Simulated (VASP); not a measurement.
Crystal: B.

```xyz
3
Lattice="3.3333 0.0000 0.0000 -1.6667 2.8868 0.0000 0.0000 0.0000 2.0433" Properties=species:S:1:pos:R:3 pbc="T T T"
B     0.0000    0.0000    0.0000
B     0.0000    1.9245    1.0217
B     1.6667    0.9623    1.0217
```

* Program: VASP 6.6.1
* Task: relaxation of cell and atoms
* Functional: BLYP
* Potentials or basis: VASP PAW PBE potentials, release 64 (B)
* Cutoff: 600 eV
* k mesh: 11 × 11 × 15
* Occupations: fermi-dirac, width 0.1 eV
* Spin: no spin polarisation

At the start: pressure -3.7 GPa; volume 6.55 Å³/atom.

How do energy, volume and symmetry change on relaxing?

Over 19 steps the energy falls by 773.4 meV/atom and the volume is 6.96 Å³/atom (+6.1 %); space group P6/mmm (No. 191, to 0.05 Å).

Step by step:
```
step  energy change (eV)  largest force (eV/Å)  pressure (GPa)  volume (Å³)
   1              0.0000                0.0000           -3.66        19.66
   2             -0.0091                0.0000            0.46        19.24
   3             -0.0098                0.0000            1.93        19.10
   4             -0.0204                0.0000            2.97        19.07
   5             -0.0984                0.0000            7.50        18.96
   6             -0.4955                0.0000           16.22        18.62
   7             -1.7701                0.0000           40.43        17.55
   8              6.1660                0.0000          266.35        14.16
   9             -1.7889                0.0000           53.78        17.17
  10             -1.8070                0.0000           51.49        17.23
  11             -1.8829                0.0000           46.25        17.48
  12             -2.0685                0.0000           32.03        18.23
  13             -2.2705                0.0000            9.38        19.81
  14             -2.1481                0.0000          -18.46        23.24
  15             -2.2982                0.0000           -1.90        20.89
  16             -2.2988                0.0000           -0.76        20.77
  17             -2.3102                0.0000           -0.51        20.80
  18             -2.3199                0.0000            0.26        20.88
  19             -2.3201                0.0000            0.15        20.87
```

Final structure:
```
CELL_PARAMETERS angstrom
2.88487 0.00000 0.00000
-1.44243 2.49837 0.00000
0.00000 0.00000 2.89571
ATOMIC_POSITIONS crystal
B 0.00000 0.00000 0.00000
B 0.33333 0.66667 0.50000
B 0.66667 0.33333 0.50000
```

Caveat: the PAW data sets were made with another functional, which shifts forces and pressure a little.
